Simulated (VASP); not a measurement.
Input of a VASP 6.6.1 run:

The input INCAR:

```
SYSTEM = C
PREC = Accurate
ENCUT = 1300
EDIFF = 1E-6
ISMEAR = 0
SIGMA = 0.01
LREAL = .FALSE.
LASPH = .TRUE.
NELM = 120
ALGO = Normal
ISIF = 2
LWAVE = .FALSE.
LCHARG = .FALSE.
GGA = PS
NBANDS = 11
GGA_COMPAT = .FALSE.
```

Contents of KPOINTS:

```
regular mesh
0
G
  12 12 12
  0 0 0
```

The input POSCAR:

```
C
1.0
    1.7717161758      1.7717161758      0.0000000000
   -1.7717161758      1.7717161758      0.0000000000
    0.0000000000      1.7717161758      1.7717161758
C
2
Direct
    0.5000000000      0.5000000000      0.0000000000
    0.7500000000      0.2500000000      0.5000000000
```

Potentials or basis: VASP PAW PBE potentials, release 64 (C_h).

Run with:

```bash
$ cat potpaw_PBE.64/C_h/POTCAR > POTCAR
$ mpirun -np 1 vasp_std > vasp.out
```

Question: Estimate the band gap on the k mesh.

Answer: 4.09 eV (least direct gap 5.60 eV).

Question: What does it give for the pressure?

Answer: 4.2 GPa.

Caveat: the cell stands under pressure; the PAW data sets were made with another functional, which shifts forces and pressure a little. A k mesh can miss the band edges.
